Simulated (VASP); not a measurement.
# Y (Fm-3m) in VASP: a series of runs

Y is run at these levels: PBEsol; tasks: relaxation of cell and atoms, single point.

Everything below comes from runs of VASP 6.6.1. Logs are shortened: lines on timing, memory, paths and dates and some standing lists are left out, and cuts for length are marked.

### 1 The cell of the first run

The structure is cubic, space group Fm-3m (No. 225). Conventional cell: a = 4.980 Å, b = 4.980 Å, c = 4.980 Å, α = 90.00°, β = 90.00°, γ = 90.00°. Y (site symmetry m-3m) has 12 Y at 3.52 Å within 4.6 Å.

This isn't the form of Y at room conditions, which is hcp.

### 2 Relaxation of cell and atoms, PBEsol

INCAR

```
SYSTEM = Y
PREC = Accurate
ENCUT = 500
EDIFF = 1E-7
ISMEAR = -1
SIGMA = 0.1
LREAL = .False.
LASPH = .True.
NELM = 120
ALGO = Normal
ISIF = 3
LWAVE = .False.
LCHARG = .False.
GGA = PS
IBRION = 2
NSW = 60
EDIFFG = -0.01
GGA_COMPAT = .False.
NELMIN = 4
```

KPOINTS

```
regular mesh
0
Gamma
  8 8 8
  0 0 0
```

POSCAR

```
Y
1.0
    0.0000000000      2.4900306222      2.4900306222
    2.4900306222      0.0000000000      2.4900306222
    2.4900306222      2.4900306222      0.0000000000
Y
1
Direct
    0.0000000000      0.0000000000      0.0000000000
```

Potentials or basis: VASP PAW PBE potentials, release 64 (Y_sv).

Started as:

```bash
$ cat potpaw_PBE.64/Y_sv/POTCAR > POTCAR
$ mpirun -np 1 vasp_std > vasp.out
```

OUTCAR:

```text
SYSTEM = Y
   PREC = Accurate
   ENCUT = 500
   EDIFF = 1E-7
   ISMEAR = -1
   LREAL = .False.
   LASPH = .True.
   NELM = 120
   ISIF = 3
   GGA = PS
   IBRION = 2
   NSW = 60
   EDIFFG = -0.01
   NELMIN = 4

 ion  position               nearest neighbor table
   1  0.000  0.000  0.000-

  LATTYP: Found a face centered cubic cell.
 ALAT       =     4.9800612444

  Lattice vectors:

 A1 = (   0.0000000000,   2.4900306222,   2.4900306222)
 A2 = (   2.4900306222,   0.0000000000,   2.4900306222)
 A3 = (   2.4900306222,   2.4900306222,   0.0000000000)

Analysis of symmetry for initial positions (statically):
=====================================================================
 Subroutine PRICEL returns:
 Original cell was already a primitive cell.

 Routine SETGRP: Setting up the symmetry group for a
 face centered cubic supercell.

 Subroutine GETGRP returns: Found 48 space group operations
 (whereof 48 operations were pure point group operations)
 out of a pool of 48 trial point group operations.

The static configuration has the point symmetry O_h .

Analysis of symmetry for dynamics (positions and initial velocities):
=====================================================================
 Subroutine PRICEL returns:
 Original cell was already a primitive cell.

 Routine SETGRP: Setting up the symmetry group for a
 face centered cubic supercell.

 Subroutine GETGRP returns: Found 48 space group operations
 (whereof 48 operations were pure point group operations)
 out of a pool of 48 trial point group operations.

The dynamic configuration has the point symmetry O_h .

 Subroutine INISYM returns: Found 48 space group operations
 (whereof 48 operations are pure point group operations),
 and found     1 'primitive' translations

----------------------------------------------------------------------------------------

                                     Primitive cell

  volume of cell :      30.8776

  direct lattice vectors                    reciprocal lattice vectors
     0.000000000  2.490030622  2.490030622    -0.200800743  0.200800743  0.200800743
     2.490030622  0.000000000  2.490030622     0.200800743 -0.200800743  0.200800743
     2.490030622  2.490030622  0.000000000     0.200800743  0.200800743 -0.200800743

  length of vectors
     3.521435077  3.521435077  3.521435077     0.347797090  0.347797090  0.347797090

  position of ions in fractional coordinates (direct lattice)
     0.000000000  0.000000000  0.000000000

  ion indices of the primitive-cell ions
   primitive index   ion index
                 1           1

----------------------------------------------------------------------------------------

 KPOINTS: regular mesh

Automatic generation of k-mesh.
 Grid dimensions read from file:
 generate k-points for:    8    8    8

 Generating k-lattice:

  Cartesian coordinates                     Fractional coordinates (reciprocal lattice)
    -0.025100093  0.025100093  0.025100093     0.125000000  0.000000000  0.000000000
     0.025100093 -0.025100093  0.025100093     0.000000000  0.125000000  0.000000000
     0.025100093  0.025100093 -0.025100093     0.000000000  0.000000000  0.125000000

  Length of vectors
     0.043474636  0.043474636  0.043474636

  Shift w.r.t. Gamma in fractional coordinates (k-lattice)
     0.000000000  0.000000000  0.000000000

 Subroutine IBZKPT returns following result:
 ===========================================

 Found     29 irreducible k-points:

 Following reciprocal coordinates:
            Coordinates               Weight
  0.000000  0.000000  0.000000      1.000000
  0.125000  0.000000  0.000000      8.000000
  0.250000  0.000000  0.000000      8.000000
  0.375000  0.000000  0.000000      8.000000
  0.500000  0.000000  0.000000      4.000000
  0.125000  0.125000  0.000000      6.000000
[... 16 lines left out ...]
  0.500000  0.250000  0.125000     48.000000
 -0.375000  0.250000  0.125000     24.000000
 [... further k-points ...]
   k-points           NKPTS =     29   k-points in BZ     NKDIM =     29   number of bands    NBANDS=      9
   number of dos      NEDOS =    301   number of ions     NIONS =      1
   total plane-waves  NPLWV =  21952
   dimension x,y,z NGX =    28 NGY =   28 NGZ =   28
   dimension x,y,z NGXF=    56 NGYF=   56 NGZF=   56
   ions per type =               1
   NGX,Y,Z   is equivalent  to a cutoff of  13.22, 13.22, 13.22 a.u.
   NGXF,Y,Z  is equivalent  to a cutoff of  26.44, 26.44, 26.44 a.u.
 SYSTEM =  Y
   PREC   = accura    normal or accurate (medium, high low for compatibility)
   ISTART =      0    job   : 0-new  1-cont  2-samecut
   ICHARG =      2    charge: 1-file 2-atom 10-const
   ISPIN  =      1    spin polarized calculation?
   LNONCOLLINEAR =      F non collinear calculations
   LSORBIT =      F    spin-orbit coupling
   LASPH  =      T    aspherical Exc in radial PAW
   ENCUT  =  500.0 eV  36.75 Ry    6.06 a.u.   6.42  6.42  6.42*2*pi/ulx,y,z
   NELM   =    120;   NELMIN=  4; NELMDL= -5     # of ELM steps
   EDIFF  = 0.1E-06   stopping-criterion for ELM
   LREAL  =      F    real-space projection
   EDIFFG = -.1E-01   stopping-criterion for IOM
   NSW    =     60    number of steps for IOM
   IBRION =      2    ionic relax: 0-MD 1-quasi-New 2-CG
   NFREE  =      1    steps in history (QN), initial steepest desc. (CG)
   ISIF   =      3    stress and relaxation
   ISYM   =      2    0-nonsym 1-usesym 2-fastsym
   POTIM  = 0.5000    time-step for ionic-motion
   TEBEG  =    0.0;   TEEND  =   0.0 temperature during run
   PSTRESS=    0.0 pullay stress
   NELECT =      11.0000    total number of electrons
   NUPDOWN=      -1.0000    fix difference up-down
   EMIN   =  10.00;   EMAX   =-10.00  energy-range for DOS
   EFERMI =   0.00;   METHOD = LEGACY
   ISMEAR =    -1;   SIGMA  =   0.10  broadening in eV -4-tet -1-fermi 0-gaus
   EFERMI_NEDOS =   21; number of points for ismear=-14 and -15
   IALGO  =     38    algorithm
   IMIX   =      4    mixing-type and parameters
     AMIX     =   0.40;   BMIX     =  1.00
     AMIX_MAG =   1.60;   BMIX_MAG =  1.00
  volume/ion in A,a.u.               =      30.88       208.37
  Fermi-wavevector in a.u.,A,eV,Ry     =   1.160534  2.193090 18.324846  1.346838
  Thomas-Fermi vector in A             =   2.297115
   LORBIT       =      0    0 simple, 1 ext, 2 COOP (PROOUT), +10 PAW based schemes
   GGA     = PS    functional components
   LHFCALC =     F    Hartree Fock is set to
   AEXX    =    0.0000 exact exchange contribution
   IVDW    =     0    specifies the selected vdW correction
   LEPSILON=     F    determine dielectric tensor
   LRPA    =     F    only Hartree local field effects (RPA)
 conjugate gradient relaxation of ions
 non-spin polarized calculation
  energy-cutoff  :      500.00
  volume of cell :       30.88
 maximum number of plane-waves:       817
 NGX is ok and might be reduce to    28
   NGX = 13   NGY = 13   NGZ = 13

--------------------------------------- Ionic step        1  -------------------------------------------

 number of electron      10.9999999 magnetization

 Free energy of the ion-electron system (eV)
  ---------------------------------------------------
  ext. energy  EPLUGINS =         0.00000000
  ---------------------------------------------------
  free energy    TOTEN  =        -6.82752790 eV

  energy without entropy =       -6.78092507  energy(sigma->0) =       -6.80422648

------------------------ aborting loop because EDIFF is reached ----------------------------------------

  FORCE on cell =-STRESS in cart. coord.  units (eV):
  Direction    XX          YY          ZZ          XY          YZ          ZX
  --------------------------------------------------------------------------------------
  -------------------------------------------------------------------------------------
  Total       -0.0207237     -0.0207237     -0.0207237     -0.0000000      0.0000000     -0.0000000
  in kB       -1.0753117     -1.0753117     -1.0753117     -0.0000000      0.0000000     -0.0000000
  external PRESSURE =      -1.0753117 kB  Pullay stress =       0.0000000 kB

 VOLUME and BASIS-vectors are now :
 -----------------------------------------------------------------------------
  energy-cutoff  :      500.00
  volume of cell :       30.88
      direct lattice vectors                 reciprocal lattice vectors
     0.000000000  2.490030622  2.490030622    -0.200800743  0.200800743  0.200800743
     2.490030622  0.000000000  2.490030622     0.200800743 -0.200800743  0.200800743
     2.490030622  2.490030622  0.000000000     0.200800743  0.200800743 -0.200800743

 POSITION                                       TOTAL-FORCE (eV/Angst)
 -----------------------------------------------------------------------------------
      0.00000      0.00000      0.00000         0.000000      0.000000     -0.000000
 -----------------------------------------------------------------------------------
    total drift:                                0.000000     -0.000000     -0.000000

  FREE ENERGIE OF THE ION-ELECTRON SYSTEM (eV)
  ---------------------------------------------------
  free  energy   TOTEN  =        -6.8275278963 eV

  energy  without entropy=       -6.7809250673  energy(sigma->0) =       -6.80422648

--------------------------------------- Ionic step        2  -------------------------------------------

 number of electron      10.9999999 magnetization

 Free energy of the ion-electron system (eV)
  ---------------------------------------------------
  ext. energy  EPLUGINS =         0.00000000
  ---------------------------------------------------
  free energy    TOTEN  =        -6.82755571 eV

  energy without entropy =       -6.78118747  energy(sigma->0) =       -6.80437159

 E-fermi :   3.2400     XC(G=0):  -9.7878

 val. band max:        3.1106774271   @ k =  -0.3750   0.2500   0.1250
 cond. band min:       3.2977564986   @ k =   0.5000   0.2500   0.1250
 fundamental gap:      0.1870790715
 Fermi energy:         3.2400384342

 k-point     1 :       0.0000    0.0000    0.0000
  band No.  band energies     occupation
      1     -39.2056      2.00000
      2     -18.8758      2.00000
      3     -18.8758      2.00000
      4     -18.8758      2.00000
      5      -1.6011      2.00000
      6       5.0860      0.00000
      7       5.0860      0.00000
      8       5.0860      0.00000
      9       7.2394      0.00000

 k-point     2 :       0.1250    0.0000    0.0000
  band No.  band energies     occupation
      1     -39.1934      2.00000
      2     -18.9825      2.00000
      3     -18.8891      2.00000
      4     -18.8891      2.00000
      5      -1.1941      2.00000
      6       4.6657      0.00000
      7       5.2597      0.00000
      8       5.2597      0.00000
      9       7.0571      0.00000

 k-point     3 :       0.2500    0.0000    0.0000
  band No.  band energies     occupation
      1     -39.1639      2.00000
      2     -19.2314      2.00000
      3     -18.9208      2.00000
      4     -18.9208      2.00000
      5      -0.1606      2.00000
      6       3.9845      0.00117
      7       5.3496      0.00000
      8       5.3496      0.00000
      9       7.2078      0.00000
[... 229 lines left out ...]
 k-point    23 :       0.5000    0.2500    0.1250
  band No.  band energies     occupation
      1     -39.1179      2.00000
      2     -19.4159      2.00000
      3     -19.1238      2.00000
      4     -19.0017      2.00000
      5       1.7414      2.00000
      6       3.2978      0.71916
      7       4.0121      0.00089
      8       5.9756      0.00000
      9       7.6309      0.00000

 k-point    24 :      -0.3750    0.2500    0.1250
  band No.  band energies     occupation
      1     -39.1079      2.00000
      2     -19.4697      2.00000
      3     -19.1478      2.00000
      4     -19.0227      2.00000
      5       2.1904      1.99994
      6       3.1107      1.56952
      7       4.1541      0.00021
      8       5.7853      0.00000
      9       8.3842      0.00000

 [... further k-points ...]

------------------------ aborting loop because EDIFF is reached ----------------------------------------

  FORCE on cell =-STRESS in cart. coord.  units (eV):
  Direction    XX          YY          ZZ          XY          YZ          ZX
  --------------------------------------------------------------------------------------
  -------------------------------------------------------------------------------------
  Total        0.0026947      0.0026947      0.0026947      0.0000000     -0.0000000     -0.0000000
  in kB        0.1402409      0.1402409      0.1402409      0.0000000     -0.0000000     -0.0000000
  external PRESSURE =       0.1402409 kB  Pullay stress =       0.0000000 kB

 VOLUME and BASIS-vectors are now :
 -----------------------------------------------------------------------------
  energy-cutoff  :      500.00
  volume of cell :       30.79
      direct lattice vectors                 reciprocal lattice vectors
    -0.000000000  2.487541170  2.487541170    -0.201001698  0.201001698  0.201001698
     2.487541170  0.000000000  2.487541170     0.201001698 -0.201001698  0.201001698
     2.487541170  2.487541170  0.000000000     0.201001698  0.201001698 -0.201001698

 POSITION                                       TOTAL-FORCE (eV/Angst)
 -----------------------------------------------------------------------------------
      2.48754      2.48754      4.97508         0.000000     -0.000000     -0.000000
 -----------------------------------------------------------------------------------
    total drift:                                0.000000     -0.000000      0.000000

  FREE ENERGIE OF THE ION-ELECTRON SYSTEM (eV)
  ---------------------------------------------------
  free  energy   TOTEN  =        -6.8275557140 eV

  energy  without entropy=       -6.7811874730  energy(sigma->0) =       -6.80437159

 reached required accuracy - stopping structural energy minimisation
```

It took 20 s on 1 thread of Intel Xeon Platinum 8259CL at 2.50GHz (Skylake/Cascade Lake), shared host; peak memory 0.17 GiB.

Results:

```yaml
Free_energy: -6.8276 eV
Relaxed_volume: 30.79 Å³/atom
Relaxed_cell: a = 3.518 Å, b = 3.518 Å, c = 3.518 Å, α = 60.00°, β = 60.00°, γ = 60.00°
Space_group_after_relaxing_to_0.1_Å: Fm-3m (No. 225)
Energy_gained_by_relaxing: 0.0 meV/atom
Ionic_steps: 2
Pressure_after_relaxing: 0.0 GPa
Band_gap_on_the_k_mesh: zero (an odd number of electrons rules out a gap without spin polarisation)
```

Final structure:
```
CELL_PARAMETERS angstrom
0.00000 2.48754 2.48754
2.48754 0.00000 2.48754
2.48754 2.48754 0.00000
ATOMIC_POSITIONS crystal
Y 0.00000 0.00000 0.00000
```

Levels at points of the mesh, in eV from the Fermi level:
```
           k point  band 3  band 4  band 5  band 6  band 7  band 8
(0.00, 0.00, 0.00)  -22.12  -22.12   -4.84    1.85    1.85    1.85
(0.50, 0.00, 0.00)  -22.21  -22.21   -2.05    0.81    1.66    1.66
(0.50, 0.50, 0.00)  -22.36  -22.36   -1.87   -0.97    2.35    5.59
```

Caveat: the PAW data sets were made with another functional, which shifts forces and pressure a little.

### 3 Single point, PBEsol

INCAR

```
ALGO = Normal
EDIFF = 1E-6
ENCUT = 500
GGA = PS
GGA_COMPAT = F
ISIF = 2
ISMEAR = -1
LASPH = T
LCHARG = F
LREAL = F
LWAVE = F
NBANDS = 12
NELM = 120
PREC = Accurate
SIGMA = 0.1
```

KPOINTS

```
k-points
0
Gamma
  8 8 8
```

POSCAR is that of step 2.

Potentials or basis: VASP PAW PBE potentials, release 64 (Y_sv).

Started as:

```bash
$ cat potpaw_PBE.64/Y_sv/POTCAR > POTCAR
$ mpirun -np 1 vasp_std > vasp.out
```

Wall time 8.8 s (1 thread of Intel Xeon 6975P-C (Granite Rapids), shared host); peak memory 0.17 GiB.

It converged, with:

* Free energy: -6.8275 eV
* Pressure: -0.1 GPa
* Band gap on the k mesh: zero (an odd number of electrons rules out a gap without spin polarisation)

Levels at points of the mesh, in eV from the Fermi level:
| k point | band 2 | band 3 | band 4 | band 5 | band 6 | band 7 | band 8 | band 9 |
| --- | --- | --- | --- | --- | --- | --- | --- | --- |
| (0.00, 0.00, 0.00) | -22.13 | -22.13 | -22.13 | -4.84 | 1.84 | 1.84 | 1.84 | 3.99 |
| (0.50, 0.00, 0.00) | -22.81 | -22.21 | -22.21 | -2.05 | 0.80 | 1.66 | 1.66 | 5.56 |
| (0.50, 0.50, 0.00) | -22.76 | -22.37 | -22.37 | -1.86 | -0.97 | 2.33 | 5.57 | 6.01 |

Caveat: the PAW data sets were made with another functional, which shifts forces and pressure a little.
